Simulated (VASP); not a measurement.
Crystal: ZnO.

```
Zn O
1.0
     3.31500    0.00000    0.00000
    -1.65750    2.87087    0.00000
     0.00000    0.00000    5.31420
Zn O
2 2
Direct
  0.33333 0.66667 0.00000
  0.66667 0.33333 0.50000
  0.33333 0.66667 0.38200
  0.66667 0.33333 0.88200
```

```yaml
Program: VASP 6.6.1
Task: relaxation of cell and atoms
Functional: PBE
Potentials_or_basis: VASP PAW PBE potentials, release 64 (Zn, O)
Cutoff: 600 eV
k_mesh: 4 × 4 × 3
Occupations: gaussian, width 0.01 eV
Spin: no spin polarisation
```

At the start: pressure -2.4 GPa; volume 12.64 Å³/atom.

Task: Where does the relaxation end?

Result: Over 8 steps the energy falls by 2.1 meV/atom and the volume is 12.39 Å³/atom (-2.0 %); space group P6_3mc (No. 186, to 0.1 Å) before and after.

The path:
```tsv
step	energy change (eV)	largest force (eV/Å)	pressure (GPa)	volume (Å³)
1	0.0000	0.0389	-2.43	50.57
2	-0.0069	0.0216	1.05	49.19
3	-0.0081	0.0267	0.04	49.56
4	-0.0081	0.0269	0.00	49.58
5	-0.0082	0.0172	-0.02	49.58
6	-0.0084	0.0125	-0.05	49.59
7	-0.0084	0.0086	0.00	49.58
8	-0.0084	0.0053	0.03	49.56
```

Final structure:
```xyz
4
Lattice="3.2871 0.0000 0.0000 -1.6436 2.8467 0.0000 0.0000 0.0000 5.2966" Properties=species:S:1:pos:R:3 pbc="T T T"
Zn    0.0000    1.8978    0.0074
Zn    1.6436    0.9489    2.6557
O     0.0000    1.8978    2.0159
O     1.6436    0.9489    4.6642
```

Caveat: the k points lie up to 0.55 Å⁻¹ apart in the final cell.
